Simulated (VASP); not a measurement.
# Pt (Fm-3m) in VASP: settings compared, part 2 of 2

VASP 6.6.1. Earlier steps stand in the parts before.

## 5. Single point, pbe exchange, lda correlation, non-collinear spin, typed start (15.68 Å³/atom)

This run uses another cell than the first one, of 15.68 Å³/atom.

Input file INCAR:

```
PREC     = Accurate       # precision mode
ENCUT    = 500            # plane-wave cutoff, eV
EDIFF    = 1E-6           # SCF threshold, eV
ISMEAR   = 1              # smearing method
SIGMA    = 0.01           # smearing width, eV
LREAL    = F              # projectors in reciprocal space
LASPH    = T              # aspherical terms in the spheres
NELM     = 200            # most SCF steps
ALGO     = Normal         # electronic algorithm
ISIF     = 2              # what is computed and relaxed
LWAVE    = F              # write WAVECAR
LCHARG   = F              # write CHGCAR
LNONCOLLINEAR= T              # non-collinear magnetism
MAGMOM   = -0.051 -0.199 -0.079 # initial moments
LORBIT   = 11             # projections on sites
LMAXMIX  = 4              # l up to which the mixer works
GGA      = LIBXC          # functional
LIBXC1   = GGA_X_PBE    
LIBXC2   = LDA_C_PW     
NBANDS   = 21             # bands
GGA_COMPAT= F
```

Input file KPOINTS:

```
regular mesh
0
Gamma
  9 9 9
```

Input file POSCAR:

```
Pt
1.0
    0.0000000000      1.9867042750      1.9867042750
    1.9867042750      0.0000000000      1.9867042750
    1.9867042750      1.9867042750      0.0000000000
Pt
1
Direct
    0.0000000000      0.0000000000      0.0000000000
```

Started as:

```
$ cat potpaw_PBE.64/Pt/POTCAR > POTCAR
$ mpirun -np 1 vasp_ncl > vasp.out
```

Wall time 3.5 min (1 thread of Intel Xeon Platinum 8488C (Sapphire Rapids), shared host); peak memory 0.28 GiB.

The run converged. Its results:

```yaml
Free_energy: -4.4185 eV
Pressure: 17.9 GPa
Band_gap_on_the_k_mesh: zero (bands 10 and 11 overlap by 1.94 eV)
Net_moment: 0.03 μB per cell
Valence_electrons_inside_the_program's_atomic_spheres: Pt 9.25
```

Levels at points of the mesh, in eV from the Fermi level:
```
           k point  band 7  band 8  band 9  band 10  band 11  band 12  band 13  band 14
(0.00, 0.00, 0.00)   -3.51   -3.51   -1.55    -1.55    -1.53    -1.53    15.21    15.21
```

Moments on the atoms (μB; x, y, z):
```
Pt  0.01 0.02 0.01
```

Caveat: the cell stands under pressure; the PAW data sets were made with another functional, which shifts forces and pressure a little; spin-orbit coupling is left out, which moves the levels of the heavy elements.

## 6. Single point, pbe exchange, lda correlation, non-collinear spin, typed start (15.98 Å³/atom)

This run uses another cell than the first one, of 15.98 Å³/atom.

Input file INCAR:

```
PREC = Accurate
ENCUT = 500
EDIFF = 1E-6
ISMEAR = 1
SIGMA = 0.01
LREAL = F
LASPH = T
NELM = 200
ALGO = Normal
ISIF = 2
LWAVE = F
LCHARG = T
LNONCOLLINEAR = T
MAGMOM = -0.051 -0.199 -0.079
LORBIT = 11
LMAXMIX = 4
GGA = LIBXC
LIBXC1 = GGA_X_PBE
LIBXC2 = LDA_C_PW
LVHAR = T
NBANDS = 21
GGA_COMPAT = F
```

Input file KPOINTS:

```
Automatic mesh
0
Gamma
  9 9 9
```

Input file POSCAR:

```
Pt
1.0
    0.0000000000      1.9993587835      1.9993587835
    1.9993587835      0.0000000000      1.9993587835
    1.9993587835      1.9993587835      0.0000000000
Pt
1
Direct
    0.0000000000      0.0000000000      0.0000000000
```

Potentials or basis: VASP PAW PBE potentials, release 64 (Pt).

Started as:

```
$ cat potpaw_PBE.64/Pt/POTCAR > POTCAR
$ mpirun -np 1 vasp_ncl > vasp.out
```

OUTCAR:

```text
PREC = Accurate
   ENCUT = 500
   EDIFF = 1E-6
   ISMEAR = 1
   LREAL = F
   LASPH = T
   NELM = 200
   ISIF = 2
   LNONCOLLINEAR = T
   LORBIT = 11
   GGA = LIBXC

 ion  position               nearest neighbor table
   1  0.000  0.000  0.000-

  LATTYP: Found a face centered cubic cell.
 ALAT       =     3.9987175670

  Lattice vectors:

 A1 = (   0.0000000000,   1.9993587835,   1.9993587835)
 A2 = (   1.9993587835,   0.0000000000,   1.9993587835)
 A3 = (   1.9993587835,   1.9993587835,   0.0000000000)

Analysis of symmetry for initial positions (statically):
=====================================================================
 Subroutine PRICEL returns:
 Original cell was already a primitive cell.

 Routine SETGRP: Setting up the symmetry group for a
 face centered cubic supercell.

 Subroutine GETGRP returns: Found 48 space group operations
 (whereof 48 operations were pure point group operations)
 out of a pool of 48 trial point group operations.

The static configuration has the point symmetry O_h .

Analysis of symmetry for dynamics (positions and initial velocities):
=====================================================================
 Subroutine PRICEL returns:
 Original cell was already a primitive cell.

 Routine SETGRP: Setting up the symmetry group for a
 face centered cubic supercell.

 Subroutine GETGRP returns: Found 48 space group operations
 (whereof 48 operations were pure point group operations)
 out of a pool of 48 trial point group operations.

The dynamic configuration has the point symmetry O_h .

Analysis of structural, dynamic, and magnetic symmetry:
=====================================================================
 Subroutine PRICEL returns:
 Original cell was already a primitive cell.

 Routine SETGRP: Setting up the symmetry group for a
 face centered cubic supercell.

[... 132 lines left out ...]
   LRPA    =     F    only Hartree local field effects (RPA)
 Methfessel and Paxton  Order N= 1 SIGMA  =   0.01
  energy-cutoff  :      500.00
  volume of cell :       15.98
 maximum number of plane-waves:       838
 NGX is ok and might be reduce to    24
   NGX = 11   NGY = 11   NGZ = 11

 number of electron      10.0000000 magnetization      -0.0510000     -0.1990000     -0.0790000

 number of electron      10.0000000 magnetization       0.0058884      0.0229251      0.0092125

 Free energy of the ion-electron system (eV)
  ---------------------------------------------------
  ext. energy  EPLUGINS =         0.00000000
  ---------------------------------------------------
  free energy    TOTEN  =        -4.44770022 eV

  energy without entropy =       -4.44767570  energy(sigma->0) =       -4.44769205

 E-fermi :  10.1820     XC(G=0): -12.8594

 val. band max:       10.1787269096   @ k =   0.4444   0.0000   0.1111
 cond. band min:      10.2008025410   @ k =   0.1111   0.1111  -0.3333
 fundamental gap:      0.0220756314
 Fermi energy:        10.1820035550

 k-point     1 :       0.0000    0.0000    0.0000
  band No.  band energies     occupation
      1       0.8935      1.00000
      2       0.8955      1.00000
      3       6.7692      1.00000
      4       6.7692      1.00000
      5       6.7692      1.00000
      6       6.7870      1.00000
[... 565 lines left out ...]
     20      30.9294      0.00000
     21      34.1638      0.00000

 [... further k-points ...]

------------------------ aborting loop because EDIFF is reached ----------------------------------------

  FORCE on cell =-STRESS in cart. coord.  units (eV):
  Direction    XX          YY          ZZ          XY          YZ          ZX
  --------------------------------------------------------------------------------------
  -------------------------------------------------------------------------------------
  Total        1.2946557      1.2946555      1.2946647     -0.0000011     -0.0000007     -0.0000008
  in kB      129.7665262    129.7665050    129.7674208     -0.0001065     -0.0000681     -0.0000809
  external PRESSURE =     129.7668173 kB  Pullay stress =       0.0000000 kB

 VOLUME and BASIS-vectors are now :
 -----------------------------------------------------------------------------
  energy-cutoff  :      500.00
  volume of cell :       15.98
      direct lattice vectors                 reciprocal lattice vectors
     0.000000000  1.999358783  1.999358783    -0.250080178  0.250080178  0.250080178
     1.999358783  0.000000000  1.999358783     0.250080178 -0.250080178  0.250080178
     1.999358783  1.999358783  0.000000000     0.250080178  0.250080178 -0.250080178

 POSITION                                       TOTAL-FORCE (eV/Angst)
 -----------------------------------------------------------------------------------
      0.00000      0.00000      0.00000         0.000000      0.000000      0.000000
 -----------------------------------------------------------------------------------
    total drift:                               -0.000000      0.000000     -0.000000

  FREE ENERGIE OF THE ION-ELECTRON SYSTEM (eV)
  ---------------------------------------------------
  free  energy   TOTEN  =        -4.4477002233 eV

  energy  without entropy=       -4.4476757000  energy(sigma->0) =       -4.44769205

 total charge

# of ion       s       p       d       tot
------------------------------------------
    1        0.612   0.515   8.079   9.206

 magnetization (x)

# of ion       s       p       d       tot
------------------------------------------
    1       -0.000  -0.000   0.006   0.006

 magnetization (y)

# of ion       s       p       d       tot
------------------------------------------
    1       -0.000  -0.001   0.024   0.023

 magnetization (z)

# of ion       s       p       d       tot
------------------------------------------
    1       -0.000  -0.000   0.010   0.009
```

Wall time 4.5 min (1 thread of Intel Xeon Platinum 8488C (Sapphire Rapids), shared host); peak memory 0.32 GiB.

What came out:

```yaml
Free_energy: -4.4477 eV
Pressure: 13.0 GPa
Band_gap_on_the_k_mesh: zero (bands 10 and 11 overlap by 1.88 eV)
Net_moment: 0.03 μB per cell
Valence_electrons_inside_the_program's_atomic_spheres: Pt 9.21
```

Moments on the atoms (μB; x, y, z):
```
Pt  0.01 0.02 0.01
```

Caveat: the cell stands under pressure; the PAW data sets were made with another functional, which shifts forces and pressure a little; spin-orbit coupling is left out, which moves the levels of the heavy elements.

## 7. Overview

| cell | gap on the mesh (eV) | pressure (GPa) | moment (μB) |
| --- | --- | --- | --- |
| a = 2.755 Å, angles 60.0°, 1 atom | none | 36.8 | 0.03 |
| a = 2.773 Å, angles 60.0°, 1 atom | none | 29.8 | 0.03 |
| a = 2.791 Å, angles 60.0°, 1 atom | none | 23.5 | 0.03 |
| a = 2.810 Å, angles 60.0°, 1 atom | none | 17.9 | 0.03 |
| a = 2.828 Å, angles 60.0°, 1 atom | none | 13.0 | 0.03 |

Alike in all rows: task single point; level pbe exchange, lda correlation; potentials or basis VASP PAW PBE potentials, release 64 (Pt); spin non-collinear, typed start; k mesh 9 × 9 × 9; cutoff (eV) 500; smearing methfessel-paxton 0.01 eV.

Caveats: the cell stands under pressure; the PAW data sets were made with another functional, which shifts forces and pressure a little; spin-orbit coupling is left out, which moves the levels of the heavy elements.

Absolute energies hang on the potentials; compare differences alone.
